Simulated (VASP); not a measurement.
Here is a VASP 6.6.1 calculation.

Contents of POSCAR:

```
SiF
1.0
    1.3386000000      0.7728400000      3.8983100000
   -1.3386000000      0.7728400000      3.8983100000
    0.0000000000     -1.5456800000      3.8983100000
Si F
1 1
Direct
    0.5000000000      0.5000000000      0.5000000000
    0.0000000000      0.0000000000      0.0000000000
```

INCAR.step1

```
SYSTEM = SiF
PREC = Accurate
ENCUT = 600
ISMEAR = -1
SIGMA = 0.05
LREAL = .False.
LASPH = .True.
NELM = 60
GGA = PE
ALGO = Normal
EDIFF = 1E-4
LWAVE = .True.
LCHARG = .False.
```

The input INCAR.step2:

```
SYSTEM = SiF
PREC = Accurate
ENCUT = 600
EDIFF = 1E-6
ISMEAR = -1
SIGMA = 0.05
LREAL = .False.
LASPH = .True.
NELM = 60
ALGO = Normal
ISIF = 3
LWAVE = .False.
LCHARG = .False.
METAGGA = R2SCAN
LMIXTAU = .True.
IVDW = 12
VDW_S6 = 1.0
VDW_S8 = 0.78981345
VDW_A1 = 0.49484001
VDW_A2 = 5.73083694
IBRION = 2
NSW = 60
EDIFFG = -0.01
ISTART = 1
```

The input KPOINTS:

```
regular mesh
0
Gamma
  12 12 12
  0 0 0
```

Potentials or basis: VASP PAW PBE potentials, release 64 (Si, F).

Command:

```bash
$ cat potpaw_PBE.64/Si/POTCAR potpaw_PBE.64/F/POTCAR > POTCAR
$ cp INCAR.step1 INCAR
$ mpirun -np 1 vasp_std > vasp.out
$ cp INCAR.step2 INCAR
$ mpirun -np 1 vasp_std > vasp.out
```

Estimate the relaxed cell.

a = 4.172 Å, b = 4.172 Å, c = 4.172 Å, α = 36.41°, β = 36.41°, γ = 36.41°.

Predict the dispersion energy per atom.

-0.101 eV.

Estimate the relaxed volume.

11.45 Å³/atom.

The path:
| step | energy change (eV) | largest force (eV/Å) | pressure (GPa) | volume (Å³) |
| --- | --- | --- | --- | --- |
| 1 | 0.0000 | 0.0000 | -3.87 | 24.20 |
| 2 | -0.0205 | 0.0000 | -0.81 | 23.19 |
| 3 | -0.0219 | 0.0000 | 0.40 | 22.87 |
| 4 | -0.0223 | 0.0000 | -0.20 | 22.93 |
| 5 | -0.0224 | 0.0000 | 0.01 | 22.91 |

Caveat: the PAW data sets were made with another functional, which shifts forces and pressure a little; an odd number of electrons without spin polarisation forces a metal; a magnetic or distorted state may lie lower.
